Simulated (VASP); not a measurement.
Runs of VASP 6.6.1 on TaW. The structure is that of space group Cmmm (No. 65), or close to it. The cells are those of the table. 

```tsv
potentials or basis	cell	cutoff (eV)	second run	gap on the mesh (eV)	pressure (GPa)
VASP PAW LDA potentials, release 64 (Ta_pv, W_sv)	a = 2.779, b = 2.779, c = 4.462 Å, angles 90.0, 90.0, 110.0°, 2 atoms	520	-	none	(a)
VASP PAW LDA potentials, release 64 (Ta_sv_GW, W_sv)	a = 2.797, b = 2.797, c = 4.491 Å, angles 90.0, 90.0, 110.0°, 2 atoms	500	valence_matched	none	-4.8
VASP PAW LDA potentials, release 64 (Ta_sv_GW, W_sv)	a = 2.779, b = 2.779, c = 4.462 Å, angles 90.0, 90.0, 110.0°, 2 atoms	500	valence_matched	none	0.5
VASP PAW LDA potentials, release 64 (Ta_sv_GW, W_sv)	a = 2.760, b = 2.760, c = 4.432 Å, angles 90.0, 90.0, 110.0°, 2 atoms	500	valence_matched	none	6.4
VASP PAW LDA potentials, release 64 (Ta_pv, W_sv)	a = 2.760, b = 2.760, c = 4.432 Å, angles 90.0, 90.0, 110.0°, 2 atoms	520	-	none	7.3
VASP PAW LDA potentials, release 64 (Ta_pv, W_sv)	a = 2.797, b = 2.797, c = 4.491 Å, angles 90.0, 90.0, 110.0°, 2 atoms	520	-	none	(b)
```

Alike in all rows: task single point; level LDA; no spin polarisation; k mesh 8 × 8 × 5; smearing gaussian 0.05 eV.

Problem. Estimate the missing entries.

Solution. (a) 1.4; (b) -4.0.

Caveats: spin-orbit coupling is left out, which moves the levels of the heavy elements.

A k mesh can miss the band edges, and the runs leave out spin-orbit coupling on Ta, W.

A gap of «none» marks levels without a gap at the run's occupations.

The runs don't all hold the same shells in valence.
